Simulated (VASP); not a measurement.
Input of a VASP 6.6.1 run:

Contents of INCAR:

```
PREC = Accurate
ENCUT = 500
EDIFF = 1E-6
ISMEAR = -1
SIGMA = 0.05
LREAL = False
LASPH = True
NELM = 120
ALGO = Normal
ISIF = 2
LWAVE = False
LCHARG = False
GGA = PS
NBANDS = 16
GGA_COMPAT = False
```

Contents of KPOINTS:

```
Automatic mesh
0
Gamma
  9 9 13
```

Contents of POSCAR:

```
S
1.0
    3.8221965732      0.0000000000      0.0000000000
   -1.9110982866      3.3101193307      0.0000000000
    0.0000000000      0.0000000000      2.1141524677
S
3
Direct
    0.0000000000      0.0000000000      0.0000000000
    0.3333333333      0.6666666667      0.5000000000
    0.6666666667      0.3333333333      0.5000000000
```

Potentials or basis: VASP PAW PBE potentials, release 64 (S).

Run with:

```sh
$ cat potpaw_PBE.64/S/POTCAR > POTCAR
$ mpirun -np 1 vasp_std > vasp.out
```

Task: What does it give for the band gap on the k mesh?

Result: Zero (band 9 reaches 24.54 eV, above the bottom of band 10 at 13.73 eV).

Task: Estimate the pressure.

Result: 139.8 GPa.

Stress tensor (GPa, compression positive):
```
140.15   0.00   0.00
  0.00 140.15   0.00
  0.00   0.00 139.23
```

Caveat: the PAW data sets were made with another functional, which shifts forces and pressure a little.
